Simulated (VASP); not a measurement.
A run of VASP 6.6.1 is set up as follows.

INCAR

```
SYSTEM = W
PREC = Accurate
ENCUT = 520
EDIFF = 1E-6
ISMEAR = -1
SIGMA = 0.05
LREAL = .FALSE.
LASPH = .TRUE.
NELM = 60
ALGO = Normal
ISIF = 2
LWAVE = .FALSE.
LCHARG = .TRUE.
GGA = PE
LELF = .TRUE.
LVHAR = .TRUE.
NBANDS = 13
```

KPOINTS

```
Automatic mesh
0
G
  20 20 20
  0 0 0
```

POSCAR

```
W
1.0
    0.0000000000      1.6856236246      1.6856236246
    1.6856236246      0.0000000000      1.6856236246
    1.6856236246      1.6856236246      0.0000000000
W
1
Direct
    0.0000000000      0.0000000000      0.0000000000
```

Potentials or basis: VASP PAW PBE potentials, release 64 (W_sv).

Launch:

```bash
$ cat potpaw_PBE.64/W_sv/POTCAR > POTCAR
$ mpirun -np 1 vasp_std > vasp.out
```

(1) Estimate the pressure.

(2) Predict the band gap on the k mesh.

Results:

(1) 446.6 GPa.

(2) zero (band 7 reaches 28.78 eV, above the bottom of band 8 at 17.72 eV).

Caveat: spin-orbit coupling is left out, which moves the levels of the heavy elements.
